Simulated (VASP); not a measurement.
# Cu in VASP: a series of runs

Runs on Cu. Level: PBEsol. Tasks: single point.

Everything below comes from runs of VASP 6.6.1. Logs are shortened: lines on timing, memory, paths and dates and some standing lists are left out, and cuts for length are marked.

## (1) The cell of the first run

The structure is hexagonal, space group P6_3/mmc (No. 194). Conventional cell: a = 2.531 Å, b = 2.531 Å, c = 8.262 Å, α = 90.00°, β = 90.00°, γ = 120.00°. Within 3.3 Å of Cu (site symmetry -3m) lie 12 Cu at 2.53 Å. Cu (site symmetry -6m2) has 12 Cu at 2.53 Å within 3.3 Å.

This isn't the form of Cu at room conditions, which is fcc.

## (2) Single point, PBEsol

Input file INCAR:

```
PREC = Accurate ; ENCUT = 520
EDIFF = 1E-7 ; ISMEAR = 1
SIGMA = 0.1 ; LREAL = False
LASPH = True ; NELM = 80
ALGO = Normal ; ISIF = 2
LWAVE = False ; LCHARG = False
GGA = PS ; NBANDS = 30
```

Input file KPOINTS:

```
Automatic mesh
0
Gamma
  10 10 3
```

Input file POSCAR:

```
Cu
1.0
    2.5307640300      0.0000000000      0.0000000000
   -1.2653820100      2.1917059400      0.0000000000
    0.0000000000      0.0000000000      8.2618150800
Cu
4
Direct
    0.0000000000      0.0000000000      0.0000000000
    0.3333333296      0.6666666697      0.2500000000
    0.0000000000      0.0000000000      0.5000000000
    0.6666666704      0.3333333303      0.7500000000
```

Potentials or basis: VASP PAW PBE potentials, release 64 (Cu).

The run is started by

```console
$ cat potpaw_PBE.64/Cu/POTCAR > POTCAR
$ mpirun -np 1 vasp_std > vasp.out
```

OUTCAR:

```text
PREC = Accurate
   ENCUT = 520
   EDIFF = 1E-7
   ISMEAR = 1
   LREAL = False
   LASPH = True
   NELM = 80
   ISIF = 2
   GGA = PS

 ion  position               nearest neighbor table
   1  0.000  0.000  0.000-   2 2.53   4 2.53   2 2.53   4 2.53   4 2.53   2 2.53
   2  0.333  0.667  0.250-   1 2.53   3 2.53   1 2.53   3 2.53   1 2.53   3 2.53
   3  0.000  0.000  0.500-   2 2.53   4 2.53   2 2.53   4 2.53   4 2.53   2 2.53
   4  0.667  0.333  0.750-   1 2.53   3 2.53   1 2.53   3 2.53   1 2.53   3 2.53

  LATTYP: Found a hexagonal cell.
 ALAT       =     2.5307640300
 C/A-ratio  =     3.2645537008

  Lattice vectors:

 A1 = (   2.5307640300,   0.0000000000,   0.0000000000)
 A2 = (  -1.2653820100,   2.1917059400,   0.0000000000)
 A3 = (   0.0000000000,   0.0000000000,   8.2618150800)

Analysis of symmetry for initial positions (statically):
=====================================================================
 Subroutine PRICEL returns:
 Original cell was already a primitive cell.

 Routine SETGRP: Setting up the symmetry group for a
 hexagonal supercell.

 Subroutine GETGRP returns: Found 24 space group operations
 (whereof 12 operations were pure point group operations)
 out of a pool of 24 trial point group operations.

The static configuration has the point symmetry D_3d.
 The point group associated with its full space group is D_6h.

Analysis of symmetry for dynamics (positions and initial velocities):
=====================================================================
 Subroutine PRICEL returns:
 Original cell was already a primitive cell.

 Routine SETGRP: Setting up the symmetry group for a
 hexagonal supercell.

 Subroutine GETGRP returns: Found 24 space group operations
 (whereof 12 operations were pure point group operations)
 out of a pool of 24 trial point group operations.

The dynamic configuration has the point symmetry D_3d.
 The point group associated with its full space group is D_6h.

 Subroutine INISYM returns: Found 24 space group operations
 (whereof 12 operations are pure point group operations),
 and found     1 'primitive' translations

----------------------------------------------------------------------------------------

                                     Primitive cell

  volume of cell :      45.8257

  direct lattice vectors                    reciprocal lattice vectors
     2.530764030  0.000000000  0.000000000     0.395137590  0.228132793  0.000000000
    -1.265382010  2.191705940  0.000000000     0.000000000  0.456265588  0.000000000
     0.000000000  0.000000000  8.261815080     0.000000000  0.000000000  0.121038778

  length of vectors
     2.530764030  2.530764027  8.261815080     0.456265588  0.456265588  0.121038778

  position of ions in fractional coordinates (direct lattice)
     0.000000000  0.000000000  0.000000000
     0.333333330  0.666666670  0.250000000
     0.000000000  0.000000000  0.500000000
     0.666666670  0.333333330  0.750000000

  ion indices of the primitive-cell ions
   primitive index   ion index
                 1           1
                 2           2
                 3           3
                 4           4

----------------------------------------------------------------------------------------

 KPOINTS: Automatic mesh

Automatic generation of k-mesh.
 Grid dimensions read from file:
 generate k-points for:   10   10    3

 Generating k-lattice:

  Cartesian coordinates                     Fractional coordinates (reciprocal lattice)
     0.039513759  0.022813279  0.000000000     0.100000000 -0.000000000  0.000000000
     0.000000000  0.045626559  0.000000000     0.000000000  0.100000000  0.000000000
     0.000000000  0.000000000  0.040346259     0.000000000  0.000000000  0.333333333

  Length of vectors
     0.045626559  0.045626559  0.040346259

  Shift w.r.t. Gamma in fractional coordinates (k-lattice)
     0.000000000  0.000000000  0.000000000

 Subroutine IBZKPT returns following result:
 ===========================================

 Found     28 irreducible k-points:

 Following reciprocal coordinates:
            Coordinates               Weight
  0.000000  0.000000  0.000000      1.000000
  0.100000  0.000000  0.000000      6.000000
  0.200000  0.000000  0.000000      6.000000
  0.300000  0.000000  0.000000      6.000000
  0.400000  0.000000  0.000000      6.000000
  0.500000  0.000000  0.000000      3.000000
[... 16 lines left out ...]
  0.300000  0.100000  0.333333     24.000000
  0.400000  0.100000  0.333333     24.000000
 [... further k-points ...]
   k-points           NKPTS =     28   k-points in BZ     NKDIM =     28   number of bands    NBANDS=     30
   number of dos      NEDOS =    301   number of ions     NIONS =      4
   total plane-waves  NPLWV =  25600
   dimension x,y,z NGX =    20 NGY =   20 NGZ =   64
   dimension x,y,z NGXF=    40 NGYF=   40 NGZF=  128
   ions per type =               4
   NGX,Y,Z   is equivalent  to a cutoff of  13.14, 13.14, 12.88 a.u.
   NGXF,Y,Z  is equivalent  to a cutoff of  26.28, 26.28, 25.76 a.u.
 SYSTEM =  unknown system
   PREC   = accura    normal or accurate (medium, high low for compatibility)
   ISTART =      0    job   : 0-new  1-cont  2-samecut
   ICHARG =      2    charge: 1-file 2-atom 10-const
   ISPIN  =      1    spin polarized calculation?
   LNONCOLLINEAR =      F non collinear calculations
   LSORBIT =      F    spin-orbit coupling
   LASPH  =      T    aspherical Exc in radial PAW
   ENCUT  =  520.0 eV  38.22 Ry    6.18 a.u.   4.71  4.71 15.36*2*pi/ulx,y,z
   NELM   =     80;   NELMIN=  2; NELMDL= -5     # of ELM steps
   EDIFF  = 0.1E-06   stopping-criterion for ELM
   LREAL  =      F    real-space projection
   EDIFFG = 0.1E-05   stopping-criterion for IOM
   NSW    =      0    number of steps for IOM
   IBRION =     -1    ionic relax: 0-MD 1-quasi-New 2-CG
   NFREE  =      0    steps in history (QN), initial steepest desc. (CG)
   ISIF   =      2    stress and relaxation
   ISYM   =      2    0-nonsym 1-usesym 2-fastsym
   POTIM  = 0.5000    time-step for ionic-motion
   TEBEG  =    0.0;   TEEND  =   0.0 temperature during run
   PSTRESS=    0.0 pullay stress
   NELECT =      44.0000    total number of electrons
   NUPDOWN=      -1.0000    fix difference up-down
   EMIN   =  10.00;   EMAX   =-10.00  energy-range for DOS
   EFERMI =   0.00;   METHOD = LEGACY
   ISMEAR =     1;   SIGMA  =   0.10  broadening in eV -4-tet -1-fermi 0-gaus
   EFERMI_NEDOS =   21; number of points for ismear=-14 and -15
   IALGO  =     38    algorithm
   IMIX   =      4    mixing-type and parameters
     AMIX     =   0.40;   BMIX     =  1.00
     AMIX_MAG =   1.60;   BMIX_MAG =  1.00
  volume/ion in A,a.u.               =      11.46        77.31
  Fermi-wavevector in a.u.,A,eV,Ry     =   1.615062  3.052025 35.489789  2.608426
  Thomas-Fermi vector in A             =   2.709870
   LORBIT       =      0    0 simple, 1 ext, 2 COOP (PROOUT), +10 PAW based schemes
   GGA     = PS    functional components
   LHFCALC =     F    Hartree Fock is set to
   AEXX    =    0.0000 exact exchange contribution
   IVDW    =     0    specifies the selected vdW correction
   LEPSILON=     F    determine dielectric tensor
   LRPA    =     F    only Hartree local field effects (RPA)
 non-spin polarized calculation
 Methfessel and Paxton  Order N= 1 SIGMA  =   0.10
  energy-cutoff  :      520.00
  volume of cell :       45.83
 maximum number of plane-waves:      1255
 NGX is ok and might be reduce to    20
   NGX =  9   NGY =  9   NGZ = 31

 number of electron      43.9999989 magnetization

 Free energy of the ion-electron system (eV)
  ---------------------------------------------------
  ext. energy  EPLUGINS =         0.00000000
  ---------------------------------------------------
  free energy    TOTEN  =       -17.19077978 eV

  energy without entropy =      -17.19110661  energy(sigma->0) =      -17.19088873

 E-fermi :   7.7696     XC(G=0): -13.0857

 val. band max:        7.6921606245   @ k =   0.3000   0.0000   0.3333
 cond. band min:       7.8182486151   @ k =   0.4000   0.1000   0.3333
 fundamental gap:      0.1260879906
 Fermi energy:         7.7696304827

 k-point     1 :       0.0000    0.0000    0.0000
  band No.  band energies     occupation
      1      -1.8416      2.00000
      2       0.3155      2.00000
      3       0.3360      2.00000
      4       2.5186      2.00000
      5       4.3979      2.00000
      6       4.4041      2.00000
[... 22 lines left out ...]
     29      29.9015      0.00000
     30      30.0512      0.00000

 k-point     2 :       0.1000    0.0000    0.0000
  band No.  band energies     occupation
      1      -1.5121      2.00000
      2       0.6079      2.00000
      3       0.6278      2.00000
      4       2.7114      2.00000
      5       4.2565      2.00000
      6       4.3241      2.00000
[... 22 lines left out ...]
     29      27.3132      0.00000
     30      27.3175      0.00000

 k-point     3 :       0.2000    0.0000    0.0000
  band No.  band energies     occupation
      1      -0.5588      2.00000
      2       1.3997      2.00000
      3       1.4168      2.00000
      4       3.1587      2.00000
      5       4.0295      2.00000
      6       4.1326      2.00000
[... 22 lines left out ...]
     29      22.7233      0.00000
     30      22.8686      0.00000

 k-point     4 :       0.3000    0.0000    0.0000
  band No.  band energies     occupation
      1       0.8660      2.00000
      2       2.2908      2.00000
      3       2.3057      2.00000
      4       3.3727      2.00000
      5       3.7722      2.00000
      6       3.9136      2.00000
[... 616 lines left out ...]
     29      21.4434      0.00000
     30      22.0748      0.00000

 k-point    23 :       0.3000    0.1000    0.3333
  band No.  band energies     occupation
      1       1.9448      2.00000
      2       2.2851      2.00000
      3       3.0792      2.00000
      4       3.3827      2.00000
      5       3.5440      2.00000
      6       3.6787      2.00000
[... 22 lines left out ...]
     29      19.8695      0.00000
     30      20.1444      0.00000

 k-point    24 :       0.4000    0.1000    0.3333
  band No.  band energies     occupation
      1       2.7245      2.00000
      2       2.8476      2.00000
      3       3.0216      2.00000
      4       3.2026      2.00000
      5       3.4383      2.00000
      6       3.5330      2.00000
[... 22 lines left out ...]
     29      18.9909      0.00000
     30      19.3808      0.00000

 [... further k-points ...]
[... 5 lines left out ...]
  --------------------------------------------------------------------------------------
  -------------------------------------------------------------------------------------
  Total       -0.2187504     -0.2187504     -0.4794441     -0.0000000      0.0000000      0.0000000
  in kB       -7.6480368     -7.6480368    -16.7625128     -0.0000000      0.0000000      0.0000000
  external PRESSURE =     -10.6861955 kB  Pullay stress =       0.0000000 kB

 VOLUME and BASIS-vectors are now :
 -----------------------------------------------------------------------------
  energy-cutoff  :      520.00
  volume of cell :       45.83
      direct lattice vectors                 reciprocal lattice vectors
     2.530764030  0.000000000  0.000000000     0.395137590  0.228132793  0.000000000
    -1.265382010  2.191705940  0.000000000     0.000000000  0.456265588  0.000000000
     0.000000000  0.000000000  8.261815080     0.000000000  0.000000000  0.121038778

 POSITION                                       TOTAL-FORCE (eV/Angst)
 -----------------------------------------------------------------------------------
      0.00000      0.00000      0.00000        -0.000000      0.000000     -0.000000
     -0.00000      1.46114      2.06545        -0.000000      0.000000      0.000000
      0.00000      0.00000      4.13091        -0.000000      0.000000     -0.000000
      1.26538      0.73057      6.19636         0.000000     -0.000000      0.000000
 -----------------------------------------------------------------------------------
    total drift:                                0.000000     -0.000000      0.000000

  FREE ENERGIE OF THE ION-ELECTRON SYSTEM (eV)
  ---------------------------------------------------
  free  energy   TOTEN  =       -17.1907797837 eV

  energy  without entropy=      -17.1911066143  energy(sigma->0) =      -17.19088873
```

It took 75 s on 1 thread of Intel Xeon 8259CL, shared host; peak memory 0.17 GiB.

Results:

| Item | Value |
| --- | --- |
| Free energy | -17.1908 eV |
| Pressure | -1.1 GPa |
| Band gap on the k mesh | zero (bands 22 and 23 overlap by 4.81 eV) |

Levels at points of the mesh, in eV from the Fermi level:
```csv
k point,band 19,band 20,band 21,band 22,band 23,band 24,band 25,band 26,band 27,band 28
"(0.00, 0.00, 0.00)",-2.14,-1.98,-1.98,-1.68,-1.68,-1.11,3.91,12.70,12.70,21.42
"(0.50, 0.00, 0.00)",-1.54,-1.52,-0.68,0.35,0.98,1.56,4.72,4.75,8.63,8.97
```

Caveat: the PAW data sets were made with another functional, which shifts forces and pressure a little.

(Part 1 of 2 ends here.)
